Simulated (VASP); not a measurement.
A run of VASP 6.6.1 is set up as follows.

INCAR

```
SYSTEM = Bi3P2
PREC     = Accurate       ! precision mode
ENCUT    = 500            ! plane-wave cutoff, eV
EDIFF    = 1E-7           ! SCF threshold, eV
ISMEAR   = 0              ! smearing method
SIGMA    = 0.1            ! smearing width, eV
LREAL    = .FALSE.        ! projectors in reciprocal space
LASPH    = .TRUE.         ! aspherical terms in the spheres
NELM     = 120            ! most SCF steps
ALGO     = Normal         ! electronic algorithm
ISIF     = 3              ! what is computed and relaxed
LWAVE    = .FALSE.        ! write WAVECAR
LCHARG   = .FALSE.        ! write CHGCAR
GGA      = PE             ! functional
IBRION   = 2              ! ionic algorithm
NSW      = 90             ! ionic steps
EDIFFG   = -0.04          ! ionic threshold
GGA_COMPAT= .FALSE.      
NELMIN   = 4
```

File KPOINTS:

```
regular mesh
0
G
  3 3 3
  0 0 0
```

File POSCAR:

```
Bi3P2
1.0
    3.4463042348      1.9897246776      6.2727912408
   -3.4463042348      1.9897246776      6.2727912408
    0.0000000000     -3.9794493554      6.2727912408
Bi P
6 4
Direct
    0.0562500000      0.4437500000      0.7500000000
    0.7500000000      0.0562500000      0.4437500000
    0.4437500000      0.7500000000      0.0562500000
    0.9437500000      0.5562500000      0.2500000000
    0.2500000000      0.9437500000      0.5562500000
    0.5562500000      0.2500000000      0.9437500000
    0.8521800000      0.8521800000      0.8521800000
    0.6478200000      0.6478200000      0.6478200000
    0.1478200000      0.1478200000      0.1478200000
    0.3521800000      0.3521800000      0.3521800000
```

Potentials or basis: VASP PAW PBE potentials, release 64 (Bi_d, P).

The run is started by

```bash
$ cat potpaw_PBE.64/Bi_d/POTCAR potpaw_PBE.64/P/POTCAR > POTCAR
$ mpirun -np 1 vasp_std > vasp.out
```

Predict the band gap on the k mesh.

zero (bands 55 and 56 overlap by 0.08 eV).

Estimate the relaxed volume.

29.13 Å³/atom.

Final structure:
```
CELL_PARAMETERS angstrom
3.66357 2.11516 6.26550
-3.66357 2.11516 6.26550
0.00000 -4.23032 6.26550
ATOMIC_POSITIONS crystal
Bi 0.06006 0.43994 0.75000
Bi 0.75000 0.06006 0.43994
Bi 0.43994 0.75000 0.06006
Bi 0.93994 0.56006 0.25000
Bi 0.25000 0.93994 0.56006
Bi 0.56006 0.25000 0.93994
P 0.84480 0.84480 0.84480
P 0.65520 0.65520 0.65520
P 0.15520 0.15520 0.15520
P 0.34480 0.34480 0.34480
```

Caveat: the k points lie up to 0.35 Å⁻¹ apart in the final cell; spin-orbit coupling is left out, which moves the levels of the heavy elements.
